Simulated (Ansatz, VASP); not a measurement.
## Two plane-wave programs on Ge

The input INCAR:

```
SYSTEM = Ge
ALGO     = Normal         ! electronic algorithm
EDIFF    = 1E-6           ! SCF threshold, eV
ENCUT    = 520            ! plane-wave cutoff, eV
GGA      = PE             ! functional
ISIF     = 2              ! what is computed and relaxed
ISMEAR   = 0              ! smearing method
LASPH    = .TRUE.         ! aspherical terms in the spheres
LCHARG   = .TRUE.         ! write CHGCAR
LELF     = .TRUE.         ! ELF
LREAL    = .FALSE.        ! projectors in reciprocal space
LVHAR    = .TRUE.       
LWAVE    = .FALSE.        ! write WAVECAR
NBANDS   = 13             ! bands
NELM     = 80             ! most SCF steps
PREC     = Accurate       ! precision mode
SIGMA    = 0.15           ! smearing width, eV
```

KPOINTS

```
k-points
0
G
  20 20 18
  0 0 0
```

POSCAR

```
Ge
1.0
    1.4670064500     -2.7305418000      0.0000000000
    1.4670064500      2.7305418000      0.0000000000
    0.0000000000      0.0000000000      2.7656867750
Ge
1
Direct
    0.5000000000      0.5000000000      0.0000000000
```

Input for Ansatz:

```yaml
crystal:
  lattice:
    - [1.46700645, -2.7305418, 0.0]
    - [1.46700645, 2.7305418, 0.0]
    - [0.0, 0.0, 2.765686775]
  atoms:
    - { symbol: Ge, position: [0.5, 0.5, 0.0] }
basis:
  ecutwfc: 420
kpoints:
  mp_grid: { grid: [20, 20, 18] }
hamiltonian:
  xc: pbe
scf:
  occupations: { method: gaussian, width: 0.15 }
output:
  forces: true
  stress: true
  eigenvalues: true
```

Change from the starting cell: strain +0.050 along x and y, +0.025 along z, atoms carried along.

Alike in both runs: task single point; functional PBE; k mesh 20 × 20 × 18; occupations gaussian, width 0.15 eV; no spin polarisation.

```csv
,VASP,Ansatz
version,VASP 6.6.1,Ansatz 0.2.0
potentials or method,"VASP PAW PBE potentials, release 64 (Ge_d), cutoff 520 eV","scalar-relativistic, plane waves, PAW"
valence electrons in the cell,14,14
```

Ansatz gave:

| Property | Result |
| --- | --- |
| gap on the k mesh at the Fermi level (eV) | none |
| pressure (GPa) | -6.5 |
| traceless stress, the component that is largest in VASP (GPa) | 1.94 |

Question: Estimate VASP's values.

Answer: gap on the k mesh at the Fermi level (eV): none; pressure (GPa): -6.6; traceless stress, the component that is largest in VASP (GPa): 1.93.

A gap of «none» marks a metal or a gap that the smearing closes. The functional is the same, so the differences come from potentials, cutoffs and numerics.
